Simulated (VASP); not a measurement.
# BP (F-43m) in VASP: G0W0 quasiparticle levels with PBE

Aim: the G0W0 quasiparticle levels of BP with PBE.

All numbers are computed with VASP 6.6.1; they aren't measurements. Logs are shortened: lines on timing, memory, paths and dates and some standing lists are left out, and cuts for length are marked.

### 1 The cell of the first run

Symmetry: F-43m, No. 216, cubic system. The conventional cell has a = 4.537 Å, b = 4.537 Å, c = 4.537 Å, α = 90.00°, β = 90.00°, γ = 90.00°. B (site symmetry -43m) has 4 P at 1.96 Å within 2.6 Å. P (site symmetry -43m) has 4 B at 1.96 Å within 2.6 Å.

### 2 G0W0 quasiparticle levels, PBE

The input, POSCAR:

```
BP
1.0
    0.0000000000      2.2683156689      2.2683156689
    2.2683156689      0.0000000000      2.2683156689
    2.2683156689      2.2683156689      0.0000000000
B P
1 1
Direct
    0.0000000000      0.0000000000      0.0000000000
    0.2500000000      0.2500000000      0.2500000000
```

The input, INCAR.step1:

```
SYSTEM = BP
PREC     = Accurate       ! precision mode
ENCUT    = 500            ! plane-wave cutoff, eV
EDIFF    = 1E-8           ! SCF threshold, eV
ISMEAR   = 0              ! smearing method
SIGMA    = 0.01           ! smearing width, eV
LREAL    = .FALSE.        ! projectors in reciprocal space
LASPH    = .TRUE.         ! aspherical terms in the spheres
NELM     = 80             ! most SCF steps
ALGO     = Normal         ! electronic algorithm
LWAVE    = .TRUE.         ! write WAVECAR
LCHARG   = .FALSE.        ! write CHGCAR
GGA      = PE             ! functional
```

The input, INCAR.step2:

```
SYSTEM = BP
PREC     = Accurate       ! precision mode
ENCUT    = 500            ! plane-wave cutoff, eV
EDIFF    = 1E-8           ! SCF threshold, eV
ISMEAR   = 0              ! smearing method
SIGMA    = 0.01           ! smearing width, eV
LREAL    = .FALSE.        ! projectors in reciprocal space
LASPH    = .TRUE.         ! aspherical terms in the spheres
NELM     = 1              ! most SCF steps
ALGO     = Exact          ! electronic algorithm
LWAVE    = .TRUE.         ! write WAVECAR
LCHARG   = .FALSE.        ! write CHGCAR
GGA      = PE             ! functional
NBANDS   = 57             ! bands
LOPTICS  = .TRUE.         ! frequency-dependent dielectric function
ISTART   = 1
```

The input, INCAR.step3:

```
SYSTEM = BP
PREC     = Accurate       ! precision mode
ENCUT    = 500            ! plane-wave cutoff, eV
EDIFF    = 1E-8           ! SCF threshold, eV
ISMEAR   = 0              ! smearing method
SIGMA    = 0.01           ! smearing width, eV
LREAL    = .FALSE.        ! projectors in reciprocal space
LASPH    = .TRUE.         ! aspherical terms in the spheres
ALGO     = EVGW0          ! electronic algorithm
LWAVE    = .FALSE.        ! write WAVECAR
LCHARG   = .FALSE.        ! write CHGCAR
GGA      = PE             ! functional
NELMGW   = 1            
NBANDS   = 57             ! bands
ENCUTGW  = 100.0          ! cutoff of the response function
NOMEGA   = 96             ! frequency points
PRECFOCK = Fast         
ISTART   = 1            
NBANDSGW = 12           
OMEGAMAX = 30
```

The input, KPOINTS:

```
Automatic mesh
0
G
  6 6 6
  0 0 0
```

Potentials or basis: VASP PAW PBE potentials, release 64 (B_GW, P_GW).

Run with:

```
$ cat potpaw_PBE.64/B_GW/POTCAR potpaw_PBE.64/P_GW/POTCAR > POTCAR
$ cp INCAR.step1 INCAR
$ mpirun -np 1 vasp_std > vasp.out
$ cp INCAR.step2 INCAR
$ mpirun -np 1 vasp_std > vasp.out
$ cp INCAR.step3 INCAR
$ mpirun -np 1 vasp_std > vasp.out
```

OUTCAR:

```text
SYSTEM = BP
   PREC = Accurate
   ENCUT = 500
   EDIFF = 1E-8
   ISMEAR = 0
   LREAL = .FALSE.
   LASPH = .TRUE.
   GGA = PE
   NELMGW = 1
   ENCUTGW = 100.0
   PRECFOCK = Fast
   ISTART = 1

 ion  position               nearest neighbor table
   1  0.000  0.000  0.000-   2 1.96   2 1.96   2 1.96   2 1.96
   2  0.250  0.250  0.250-   1 1.96   1 1.96   1 1.96   1 1.96

  LATTYP: Found a face centered cubic cell.
 ALAT       =     4.5366313378

  Lattice vectors:

 A1 = (   0.0000000000,   2.2683156689,   2.2683156689)
 A2 = (   2.2683156689,   0.0000000000,   2.2683156689)
 A3 = (   2.2683156689,   2.2683156689,   0.0000000000)

Analysis of symmetry for initial positions (statically):
=====================================================================
 Subroutine PRICEL returns:
 Original cell was already a primitive cell.

 Routine SETGRP: Setting up the symmetry group for a
 face centered cubic supercell.

 Subroutine GETGRP returns: Found 24 space group operations
 (whereof 24 operations were pure point group operations)
 out of a pool of 48 trial point group operations.

The static configuration has the point symmetry T_d .

Analysis of symmetry for dynamics (positions and initial velocities):
=====================================================================
 Subroutine PRICEL returns:
 Original cell was already a primitive cell.

 Routine SETGRP: Setting up the symmetry group for a
 face centered cubic supercell.

 Subroutine GETGRP returns: Found 24 space group operations
 (whereof 24 operations were pure point group operations)
 out of a pool of 48 trial point group operations.

The dynamic configuration has the point symmetry T_d .

 Subroutine INISYM returns: Found 24 space group operations
 (whereof 24 operations are pure point group operations),
 and found     1 'primitive' translations

----------------------------------------------------------------------------------------

                                     Primitive cell

  volume of cell :      23.3421

  direct lattice vectors                    reciprocal lattice vectors
     0.000000000  2.268315669  2.268315669    -0.220427874  0.220427874  0.220427874
     2.268315669  0.000000000  2.268315669     0.220427874 -0.220427874  0.220427874
     2.268315669  2.268315669  0.000000000     0.220427874  0.220427874 -0.220427874

  length of vectors
     3.207882783  3.207882783  3.207882783     0.381792277  0.381792277  0.381792277

  position of ions in fractional coordinates (direct lattice)
     0.000000000  0.000000000  0.000000000
     0.250000000  0.250000000  0.250000000

  ion indices of the primitive-cell ions
   primitive index   ion index
                 1           1
                 2           2

----------------------------------------------------------------------------------------

 KPOINTS: Automatic mesh

Automatic generation of k-mesh.
 Grid dimensions read from file:
 generate k-points for:    6    6    6

 Generating k-lattice:

  Cartesian coordinates                     Fractional coordinates (reciprocal lattice)
    -0.036737979  0.036737979  0.036737979     0.166666667  0.000000000  0.000000000
     0.036737979 -0.036737979  0.036737979     0.000000000  0.166666667  0.000000000
     0.036737979  0.036737979 -0.036737979     0.000000000  0.000000000  0.166666667

  Length of vectors
     0.063632046  0.063632046  0.063632046

  Shift w.r.t. Gamma in fractional coordinates (k-lattice)
     0.000000000  0.000000000  0.000000000

 Subroutine IBZKPT returns following result:
 ===========================================

 Found     16 irreducible k-points:

 Following reciprocal coordinates:
            Coordinates               Weight
  0.000000  0.000000  0.000000      1.000000
  0.166667  0.000000  0.000000      8.000000
  0.333333  0.000000  0.000000      8.000000
  0.500000  0.000000  0.000000      4.000000
  0.166667  0.166667  0.000000      6.000000
  0.333333  0.166667  0.000000     24.000000
[... 8 lines left out ...]
 -0.333333  0.333333  0.166667     24.000000
 -0.333333  0.500000  0.166667     12.000000
   k-points           NKPTS =     16   k-points in BZ     NKDIM =    216   number of bands    NBANDS=     57
   number of dos      NEDOS =    301   number of ions     NIONS =      2
   total plane-waves  NPLWV =  13824
   dimension x,y,z NGX =    24 NGY =   24 NGZ =   24
   dimension x,y,z NGXF=    48 NGYF=   48 NGZF=   48
   ions per type =               1   1
   NGX,Y,Z   is equivalent  to a cutoff of  12.44, 12.44, 12.44 a.u.
   NGXF,Y,Z  is equivalent  to a cutoff of  24.88, 24.88, 24.88 a.u.
 SYSTEM =  BP
   PREC   = accura    normal or accurate (medium, high low for compatibility)
   ISTART =      1    job   : 0-new  1-cont  2-samecut
   ICHARG =      0    charge: 1-file 2-atom 10-const
   ISPIN  =      1    spin polarized calculation?
   LNONCOLLINEAR =      F non collinear calculations
   LSORBIT =      F    spin-orbit coupling
   LASPH  =      T    aspherical Exc in radial PAW
   ENCUT  =  500.0 eV  36.75 Ry    6.06 a.u.   5.85  5.85  5.85*2*pi/ulx,y,z
   NELM   =     60;   NELMIN=  2; NELMDL=  0     # of ELM steps
   EDIFF  = 0.1E-07   stopping-criterion for ELM
   LREAL  =      F    real-space projection
   EDIFFG = 0.1E-06   stopping-criterion for IOM
   NSW    =      0    number of steps for IOM
   IBRION =     -1    ionic relax: 0-MD 1-quasi-New 2-CG
   NFREE  =      0    steps in history (QN), initial steepest desc. (CG)
   ISIF   =      0    stress and relaxation
   ISYM   =      3    0-nonsym 1-usesym 2-fastsym
   POTIM  = 0.5000    time-step for ionic-motion
   TEBEG  =    0.0;   TEEND  =   0.0 temperature during run
   PSTRESS=    0.0 pullay stress
   NELECT =       8.0000    total number of electrons
   NUPDOWN=      -1.0000    fix difference up-down
   EMIN   =  10.00;   EMAX   =-10.00  energy-range for DOS
   EFERMI =   0.00;   METHOD = LEGACY
   ISMEAR =     0;   SIGMA  =   0.01  broadening in eV -4-tet -1-fermi 0-gaus
   EFERMI_NEDOS =   21; number of points for ismear=-14 and -15
   IALGO  =     38    algorithm
   IMIX   =      4    mixing-type and parameters
     AMIX     =   0.40;   BMIX     =  1.00
     AMIX_MAG =   1.60;   BMIX_MAG =  1.00
  volume/ion in A,a.u.               =      11.67        78.76
  Fermi-wavevector in a.u.,A,eV,Ry     =   1.145666  2.164995 17.858333  1.312550
  Thomas-Fermi vector in A             =   2.282353
   LORBIT       =      0    0 simple, 1 ext, 2 COOP (PROOUT), +10 PAW based schemes
   GGA     = PE    functional components
   LHFCALC =     T    Hartree Fock is set to
   PRECFOCK=fast      Normal, Fast or Accurate (Low or Medium for compatibility)
   ENCUT4O =  -1.0   cutoff for four orbital integrals eV
   NKREDX  =     1    reduce k-point grid by
   NKREDY  =     1    reduce k-point grid by
   NKREDZ  =     1    reduce k-point grid by
   AEXX    =    1.0000 exact exchange contribution
   HFSCREEN=    0.0000 screening length (either q_TF or 0.3 A-1)
   HFSCREENC=   0.0000 screening length for correlation (either q_TF or 0.3 A-1)
   ENCUTFOCK=  -1.0 apply spherical cutoff to Coloumb kernel
   IVDW    =     0    specifies the selected vdW correction
   LEPSILON=     F    determine dielectric tensor
   LRPA    =     F    only Hartree local field effects (RPA)
   LRPAFORCE           =     F    calculate RPA forces
   ENCUTGW             = 100.0    cutoff for response function in eV
   ENCUTGWSOFT         =  80.0    soft cutoff for Coulomb kernel in GW response function in eV
   ENCUTLF             =  -1.0    cutoff for local field effects
   NELMGW              =     1    number of iterations in solving QP/BSE equation
   NELMHF              =     1    number of iterations in the inner HF iteration
   NKREDLFX            =     1    NKREDLFY  =   1   NKREDLFZ  =   1
 non-spin polarized calculation
 Gauss-broadening in eV      SIGMA  =   0.01
  energy-cutoff  :      500.00
  volume of cell :       23.34
 maximum number of plane-waves:       609
  NGX = 14; NGY = 14; NGZ = 14
   NGX = 11   NGY = 11   NGZ = 11
 maximum number of plane-waves:        60
 NGX is ok and might be reduce to    14

 QP shifts <psi_nk| G(iteration)W_0 |psi_nk>: iteration 1
 for sc-GW calculations column KS-energies equals QP-energies in previous step
 and V_xc(KS)=  KS-energies - (<T + V_ion + V_H > + <T+V_H+V_ion>^1  + <V_x>^1)

 k-point   1 :       0.0000    0.0000    0.0000
  band No.  KS-energies  QP-energies   sigma(KS)   V_xc(KS)     V^pw_x(r,r')   Z            occupation Imag(sigma)

      1      -8.3229      -8.9449     -12.9541     -12.0613     -20.4864       0.6967       2.0000       1.3964
      2       7.1472       6.8711     -13.6568     -13.3071     -14.9343       0.7895       2.0000       0.0431
      3       7.1472       6.8711     -13.6568     -13.3071     -14.9343       0.7895       2.0000       0.0431
      4       7.1472       6.8711     -13.6568     -13.3071     -14.9343       0.7895       2.0000       0.0431
      5      10.5517      11.0987     -11.3830     -12.0801      -7.1377       0.7848       0.0000      -0.0786
      6      10.5517      11.0987     -11.3830     -12.0801      -7.1377       0.7848       0.0000      -0.0786
      7      10.5517      11.0987     -11.3830     -12.0801      -7.1377       0.7848       0.0000      -0.0786
      8      14.5364      15.1255     -11.9814     -12.7624      -6.2229       0.7542       0.0000      -0.1664
      9      18.6770      18.7370      -9.3865      -9.4630      -3.3702       0.7838       0.0000      -0.3499
     10      19.1687      19.8407     -10.8952     -11.7612      -4.9766       0.7761       0.0000      -0.3096
     11      19.1687      19.8407     -10.8952     -11.7612      -4.9766       0.7761       0.0000      -0.3096
     12      22.8365      23.0941      -9.6164      -9.9499      -2.8214       0.7727       0.0000      -0.7713

 k-point   2 :       0.1667    0.0000    0.0000
  band No.  KS-energies  QP-energies   sigma(KS)   V_xc(KS)     V^pw_x(r,r')   Z            occupation Imag(sigma)
[... 225 lines left out ...]
      1      -3.2635      -3.7369     -13.4690     -12.8151     -19.0786       0.7240       2.0000       0.6227
      2      -1.0811      -1.7023     -13.4333     -12.5673     -18.3022       0.7174       2.0000       0.3737
      3       1.8435       1.2806     -12.6812     -11.9309     -15.6503       0.7503       2.0000       0.1279
      4       1.9665       1.4166     -12.6753     -11.9434     -15.6108       0.7514       2.0000       0.1254
      5      10.9763      11.3887     -10.7953     -11.3203      -6.2232       0.7856       0.0000      -0.0905
      6      11.5942      12.0242     -10.7353     -11.2808      -6.0852       0.7882       0.0000      -0.0940
      7      16.2565      16.8641     -11.4247     -12.2363      -5.1915       0.7487       0.0000      -0.2649
      8      16.9204      17.5477     -11.3566     -12.1873      -5.1344       0.7551       0.0000      -0.2846
      9      20.0179      20.7090     -11.5289     -12.4554      -4.5451       0.7460       0.0000      -0.5056
     10      23.2183      23.9133     -11.2503     -12.1751      -3.9252       0.7516       0.0000      -0.7152
     11      23.6052      24.2975     -11.8489     -12.7697      -4.5522       0.7519       0.0000      -0.7698
     12      27.6010      28.1024     -11.2131     -11.8853      -3.7515       0.7460       0.0000      -1.0644
```

Run time: 67 s. Hardware: 1 thread of Intel Xeon 6975P-C (Granite Rapids), shared host; peak memory 0.31 GiB.

Results:

- Quasiparticle gap: 1.88 eV
- Least direct quasiparticle gap: 4.23 eV
- Band gap of the starting levels on the mesh: 1.33 eV
- Least direct gap of the starting levels on the mesh: 3.40 eV

Caveat: the k points lie up to 0.40 Å⁻¹ apart; bands, screening cutoff and mesh are small and nothing is extrapolated, so the quasiparticle values aren't converged.
